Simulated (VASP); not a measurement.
# ZnRe (P-6m2) in VASP: further runs

The runs below take ZnRe through single point, with PBEsol, PBEsol+D3(BJ).

Everything below comes from runs of VASP 6.6.1. Logs are shortened: lines on timing, memory, paths and dates and some standing lists are left out, and cuts for length are marked.

## 1. The cell of the first run

It takes space group P-6m2 (No. 187, hexagonal). The conventional cell has a = 2.748 Å, b = 2.748 Å, c = 4.494 Å, α = 90.00°, β = 90.00°, γ = 120.00°. Zn (site symmetry -6m2) has 6 Zn at 2.75 Å and 6 Re at 2.75 Å within 3.6 Å. Within 3.6 Å of Re (site symmetry -6m2) lie 6 Re at 2.75 Å and 6 Zn at 2.75 Å.

## 2. Single point, PBEsol, collinear spin

Input file INCAR:

```
PREC     = Accurate       # precision mode
ENCUT    = 520            # plane-wave cutoff, eV
EDIFF    = 1E-7           # SCF threshold, eV
ISMEAR   = -1             # smearing method
SIGMA    = 0.08           # smearing width, eV
LREAL    = False          # projectors in reciprocal space
LASPH    = True           # aspherical terms in the spheres
NELM     = 150            # most SCF steps
ALGO     = Normal         # electronic algorithm
ISIF     = 2              # what is computed and relaxed
LWAVE    = False          # write WAVECAR
LCHARG   = False          # write CHGCAR
ISPIN    = 2              # spin polarisation
MAGMOM   = 0 1.2          # initial moments
LORBIT   = 11             # projections on sites
NUPDOWN  = 1.2            # fixed moment
LMAXMIX  = 4              # l up to which the mixer works
GGA      = PS             # functional
NBANDS   = 20             # bands
```

Input file KPOINTS:

```
Automatic mesh
0
Gamma
  16 16 9
```

Input file POSCAR:

```
ZnRe
1.0
    2.7482183437      0.0000000000      0.0000000000
   -1.3741091718      2.3800269008      0.0000000000
    0.0000000000      0.0000000000      4.4940660000
Zn Re
1 1
Direct
    0.0000000000      0.0000000000      0.0000000000
    0.3333333333      0.6666666667      0.5000000000
```

Potentials or basis: VASP PAW PBE potentials, release 64 (Zn, Re).

The run is started by

```
$ cat potpaw_PBE.64/Zn/POTCAR potpaw_PBE.64/Re/POTCAR > POTCAR
$ mpirun -np 1 vasp_std > vasp.out
```

OUTCAR:

```text
PREC = Accurate
   ENCUT = 520
   EDIFF = 1E-7
   ISMEAR = -1
   LREAL = False
   LASPH = True
   NELM = 150
   ISIF = 2
   ISPIN = 2
   LORBIT = 11
   NUPDOWN = 1.2
   GGA = PS

 ion  position               nearest neighbor table
   1  0.000  0.000  0.000-   2 2.75   2 2.75   2 2.75   2 2.75   2 2.75   2 2.75
   2  0.333  0.667  0.500-   1 2.75   1 2.75   1 2.75   1 2.75   1 2.75   1 2.75

  LATTYP: Found a hexagonal cell.
 ALAT       =     2.7482183437
 C/A-ratio  =     1.6352652657

  Lattice vectors:

 A1 = (   2.7482183437,   0.0000000000,   0.0000000000)
 A2 = (  -1.3741091718,   2.3800269008,   0.0000000000)
 A3 = (   0.0000000000,   0.0000000000,   4.4940660000)

Analysis of symmetry for initial positions (statically):
=====================================================================
 Subroutine PRICEL returns:
 Original cell was already a primitive cell.

 Routine SETGRP: Setting up the symmetry group for a
 hexagonal supercell.

 Subroutine GETGRP returns: Found 12 space group operations
 (whereof 12 operations were pure point group operations)
 out of a pool of 24 trial point group operations.

The static configuration has the point symmetry D_3h.

Analysis of symmetry for dynamics (positions and initial velocities):
=====================================================================
 Subroutine PRICEL returns:
 Original cell was already a primitive cell.

 Routine SETGRP: Setting up the symmetry group for a
 hexagonal supercell.

 Subroutine GETGRP returns: Found 12 space group operations
 (whereof 12 operations were pure point group operations)
 out of a pool of 24 trial point group operations.

The dynamic configuration has the point symmetry D_3h.

Analysis of structural, dynamic, and magnetic symmetry:
=====================================================================
 Subroutine PRICEL returns:
 Original cell was already a primitive cell.

 Routine SETGRP: Setting up the symmetry group for a
 hexagonal supercell.

 Subroutine GETGRP returns: Found 12 space group operations
 (whereof 12 operations were pure point group operations)
 out of a pool of 24 trial point group operations.

The overall configuration has the point symmetry D_3h.

 Subroutine INISYM returns: Found 12 space group operations
 (whereof 12 operations are pure point group operations),
 and found     1 'primitive' translations

----------------------------------------------------------------------------------------

                                     Primitive cell

  volume of cell :      29.3949

  direct lattice vectors                    reciprocal lattice vectors
     2.748218344  0.000000000  0.000000000     0.363872107  0.210081659  0.000000000
    -1.374109172  2.380026901  0.000000000     0.000000000  0.420163318  0.000000000
     0.000000000  0.000000000  4.494066000     0.000000000  0.000000000  0.222515646

  length of vectors
     2.748218344  2.748218344  4.494066000     0.420163318  0.420163318  0.222515646

  position of ions in fractional coordinates (direct lattice)
     0.000000000  0.000000000  0.000000000
     0.333333333  0.666666667  0.500000000

  ion indices of the primitive-cell ions
   primitive index   ion index
                 1           1
                 2           2

----------------------------------------------------------------------------------------

 KPOINTS: Automatic mesh

Automatic generation of k-mesh.
 Grid dimensions read from file:
 generate k-points for:   16   16    9

 Generating k-lattice:

  Cartesian coordinates                     Fractional coordinates (reciprocal lattice)
     0.022742007  0.013130104  0.000000000     0.062500000  0.000000000  0.000000000
     0.000000000  0.026260207  0.000000000     0.000000000  0.062500000  0.000000000
     0.000000000  0.000000000  0.024723961     0.000000000  0.000000000  0.111111111

  Length of vectors
     0.026260207  0.026260207  0.024723961

  Shift w.r.t. Gamma in fractional coordinates (k-lattice)
     0.000000000  0.000000000  0.000000000

 Subroutine IBZKPT returns following result:
 ===========================================

 Found    150 irreducible k-points:

 Following reciprocal coordinates:
            Coordinates               Weight
  0.000000  0.000000  0.000000      1.000000
  0.062500  0.000000  0.000000      6.000000
  0.125000  0.000000  0.000000      6.000000
  0.187500  0.000000  0.000000      6.000000
  0.250000  0.000000  0.000000      6.000000
  0.312500  0.000000  0.000000      6.000000
[... 16 lines left out ...]
  0.187500  0.187500  0.000000      6.000000
  0.250000  0.187500  0.000000     12.000000
 [... further k-points ...]
   k-points           NKPTS =    150   k-points in BZ     NKDIM =    150   number of bands    NBANDS=     20
   number of dos      NEDOS =    301   number of ions     NIONS =      2
   total plane-waves  NPLWV =  14400
   dimension x,y,z NGX =    20 NGY =   20 NGZ =   36
   dimension x,y,z NGXF=    40 NGYF=   40 NGZF=   72
   ions per type =               1   1
   NGX,Y,Z   is equivalent  to a cutoff of  12.10, 12.10, 13.32 a.u.
   NGXF,Y,Z  is equivalent  to a cutoff of  24.20, 24.20, 26.63 a.u.
 SYSTEM =  unknown system
   PREC   = accura    normal or accurate (medium, high low for compatibility)
   ISTART =      0    job   : 0-new  1-cont  2-samecut
   ICHARG =      2    charge: 1-file 2-atom 10-const
   ISPIN  =      2    spin polarized calculation?
   LNONCOLLINEAR =      F non collinear calculations
   LSORBIT =      F    spin-orbit coupling
   LASPH  =      T    aspherical Exc in radial PAW
   ENCUT  =  520.0 eV  38.22 Ry    6.18 a.u.   5.11  5.11  8.36*2*pi/ulx,y,z
   NELM   =    150;   NELMIN=  2; NELMDL= -5     # of ELM steps
   EDIFF  = 0.1E-06   stopping-criterion for ELM
   LREAL  =      F    real-space projection
   EDIFFG = 0.1E-05   stopping-criterion for IOM
   NSW    =      0    number of steps for IOM
   IBRION =     -1    ionic relax: 0-MD 1-quasi-New 2-CG
   NFREE  =      0    steps in history (QN), initial steepest desc. (CG)
   ISIF   =      2    stress and relaxation
   ISYM   =      2    0-nonsym 1-usesym 2-fastsym
   POTIM  = 0.5000    time-step for ionic-motion
   TEBEG  =    0.0;   TEEND  =   0.0 temperature during run
   PSTRESS=    0.0 pullay stress
   NELECT =      19.0000    total number of electrons
   NUPDOWN=       1.2000    fix difference up-down
   EMIN   =  10.00;   EMAX   =-10.00  energy-range for DOS
   EFERMI =   0.00;   METHOD = LEGACY
   ISMEAR =    -1;   SIGMA  =   0.08  broadening in eV -4-tet -1-fermi 0-gaus
   EFERMI_NEDOS =   21; number of points for ismear=-14 and -15
   IALGO  =     38    algorithm
   IMIX   =      4    mixing-type and parameters
     AMIX     =   0.40;   BMIX     =  1.00
     AMIX_MAG =   1.60;   BMIX_MAG =  1.00
  volume/ion in A,a.u.               =      14.70        99.18
  Fermi-wavevector in a.u.,A,eV,Ry     =   1.415474  2.674858 27.260173  2.003566
  Thomas-Fermi vector in A             =   2.536909
   LORBIT       =     11    0 simple, 1 ext, 2 COOP (PROOUT), +10 PAW based schemes
   GGA     = PS    functional components
   LHFCALC =     F    Hartree Fock is set to
   AEXX    =    0.0000 exact exchange contribution
   IVDW    =     0    specifies the selected vdW correction
   LEPSILON=     F    determine dielectric tensor
   LRPA    =     F    only Hartree local field effects (RPA)
 spin polarized calculation
  energy-cutoff  :      520.00
  volume of cell :       29.39
 maximum number of plane-waves:       804
   NGX = 11   NGY = 11   NGZ = 17

 number of electron      19.0000012 magnetization       1.2000000

 Free energy of the ion-electron system (eV)
  ---------------------------------------------------
  ext. energy  EPLUGINS =         0.00000000
  ---------------------------------------------------
  free energy    TOTEN  =       -14.09122311 eV

  energy without entropy =      -14.05803107  energy(sigma->0) =      -14.07462709

 E-fermi :   4.7115     XC(G=0): -12.8956

 val. band max:        5.8758950566   @ k =   0.1875   0.1250   0.0000
 cond. band min:       4.7152795681   @ k =   0.3125   0.3125   0.3333
 fundamental gap:     -1.1606154884
 Fermi energy:         5.8809391483

 spin component 1

 k-point     1 :       0.0000    0.0000    0.0000
  band No.  band energies     occupation
      1      -5.0767      1.00000
      2      -2.6198      1.00000
      3      -1.9573      1.00000
      4      -1.9573      1.00000
      5      -1.5880      1.00000
      6      -1.5880      1.00000
[... 12 lines left out ...]
     19      25.0828      0.00000
     20      25.0828      0.00000
[... 507 lines left out ...]
 k-point    24 :       0.2500    0.1875    0.0000
  band No.  band energies     occupation
      1      -2.3294      1.00000
      2      -2.1870      1.00000
      3      -2.0207      1.00000
      4      -1.9159      1.00000
      5      -1.8326      1.00000
      6      -0.3455      1.00000
[... 12 lines left out ...]
     19      24.1822      0.00000
     20      26.9744      0.00000

 [... further k-points ...]

 spin component 2

 k-point     1 :       0.0000    0.0000    0.0000
  band No.  band energies     occupation
      1      -4.7778      1.00000
      2      -2.5223      1.00000
      3      -1.9152      1.00000
      4      -1.9152      1.00000
      5      -1.5302      1.00000
      6      -1.5302      1.00000
[... 12 lines left out ...]
     19      25.3299      0.00000
     20      25.3299      0.00000
[... 507 lines left out ...]
 k-point    24 :       0.2500    0.1875    0.0000
  band No.  band energies     occupation
      1      -2.2515      1.00000
      2      -2.0992      1.00000
      3      -1.9415      1.00000
      4      -1.8254      1.00000
      5      -1.7623      1.00000
      6      -0.1239      1.00000
[... 12 lines left out ...]
     19      24.5758      0.00000
     20      27.1750      0.00000

 [... further k-points ...]

------------------------ aborting loop because EDIFF is reached ----------------------------------------

  FORCE on cell =-STRESS in cart. coord.  units (eV):
  Direction    XX          YY          ZZ          XY          YZ          ZX
  --------------------------------------------------------------------------------------
  -------------------------------------------------------------------------------------
  Total       -0.8646620     -0.8646620     -1.2480704     -0.0000000      0.0000000      0.0000000
  in kB      -47.1285873    -47.1285873    -68.0263402     -0.0000000      0.0000000      0.0000000
  external PRESSURE =     -54.0945049 kB  Pullay stress =       0.0000000 kB

 VOLUME and BASIS-vectors are now :
 -----------------------------------------------------------------------------
  energy-cutoff  :      520.00
  volume of cell :       29.39
      direct lattice vectors                 reciprocal lattice vectors
     2.748218344  0.000000000  0.000000000     0.363872107  0.210081659  0.000000000
    -1.374109172  2.380026901  0.000000000     0.000000000  0.420163318  0.000000000
     0.000000000  0.000000000  4.494066000     0.000000000  0.000000000  0.222515646

 POSITION                                       TOTAL-FORCE (eV/Angst)
 -----------------------------------------------------------------------------------
      0.00000      0.00000      0.00000         0.000000     -0.000000      0.000000
     -0.00000      1.58668      2.24703        -0.000000      0.000000      0.000000
 -----------------------------------------------------------------------------------
    total drift:                                0.000000     -0.000000      0.000000

  FREE ENERGIE OF THE ION-ELECTRON SYSTEM (eV)
  ---------------------------------------------------
  free  energy   TOTEN  =       -14.0912231135 eV

  energy  without entropy=      -14.0580310653  energy(sigma->0) =      -14.07462709

 total charge

# of ion       s       p       d       tot
------------------------------------------
    1        0.602   0.546   9.741  10.889
    2        0.575   0.563   4.791   5.929
--------------------------------------------------
tot          1.177   1.109  14.532  16.818

 magnetization (x)

# of ion       s       p       d       tot
------------------------------------------
    1        0.003   0.030   0.035   0.069
    2        0.017   0.055   0.951   1.023
--------------------------------------------------
tot          0.020   0.085   0.987   1.092
```

Run time: 68 s. Hardware: 1 thread of AMD EPYC 9R45 (Zen 5), shared host; peak memory 0.23 GiB.

What came out:

```
Free energy                                           : -14.0912 eV
Pressure                                              : -5.4 GPa
Net moment                                            : 1.20 μB per cell
Site moments                                          : Zn +0.07; Re +1.02 μB
Valence electrons inside the program's atomic spheres : Zn 10.89; Re 5.93
```

Stress tensor (GPa, compression positive):
```
-4.71  0.00  0.00
 0.00 -4.71  0.00
 0.00  0.00 -6.80
```

Caveat: the cell stands under tension; the PAW data sets were made with another functional, which shifts forces and pressure a little; spin-orbit coupling is left out, which moves the levels of the heavy elements; the total moment is fixed, so each spin has its own Fermi level and the state may be an excited one.

## 3. Single point, PBEsol+D3(BJ), collinear spin

Input file INCAR:

```
SYSTEM = ZnRe
PREC     = Accurate       ! precision mode
ENCUT    = 520            ! plane-wave cutoff, eV
EDIFF    = 1E-6           ! SCF threshold, eV
ISMEAR   = -1             ! smearing method
SIGMA    = 0.08           ! smearing width, eV
LREAL    = .False.        ! projectors in reciprocal space
LASPH    = .True.         ! aspherical terms in the spheres
NELM     = 150            ! most SCF steps
ALGO     = Normal         ! electronic algorithm
ISIF     = 2              ! what is computed and relaxed
LWAVE    = .False.        ! write WAVECAR
LCHARG   = .False.        ! write CHGCAR
ISPIN    = 2              ! spin polarisation
MAGMOM   = 0 0.15         ! initial moments
LORBIT   = 11             ! projections on sites
NUPDOWN  = 0.15           ! fixed moment
LMAXMIX  = 4              ! l up to which the mixer works
GGA      = PS             ! functional
IVDW     = 12             ! dispersion correction
NBANDS   = 20             ! bands
```

Input file KPOINTS:

```
regular mesh
0
Gamma
  16 16 9
  0 0 0
```

POSCAR is that of step 2.

Potentials or basis: VASP PAW PBE potentials, release 64 (Zn, Re).

The run is started by

```
$ cat potpaw_PBE.64/Zn/POTCAR potpaw_PBE.64/Re/POTCAR > POTCAR
$ mpirun -np 1 vasp_std > vasp.out
```

It took 66 s on 1 thread of AMD EPYC 9R45 (Zen 5), shared host; peak memory 0.24 GiB.

Results (log left out):

```
Free energy                                           : -15.4854 eV
Pressure                                              : -14.7 GPa
Net moment                                            : 0.15 μB per cell
Site moments                                          : Zn +0.01; Re +0.13 μB
Valence electrons inside the program's atomic spheres : Zn 10.89; Re 5.91
Dispersion energy per atom                            : -0.519 eV
```

Stress tensor (GPa, compression positive):
```
-14.83   0.00   0.00
  0.00 -14.83   0.00
  0.00   0.00 -14.43
```

Caveat: the cell stands under tension; the PAW data sets were made with another functional, which shifts forces and pressure a little; spin-orbit coupling is left out, which moves the levels of the heavy elements; the total moment is fixed, so each spin has its own Fermi level and the state may be an excited one.
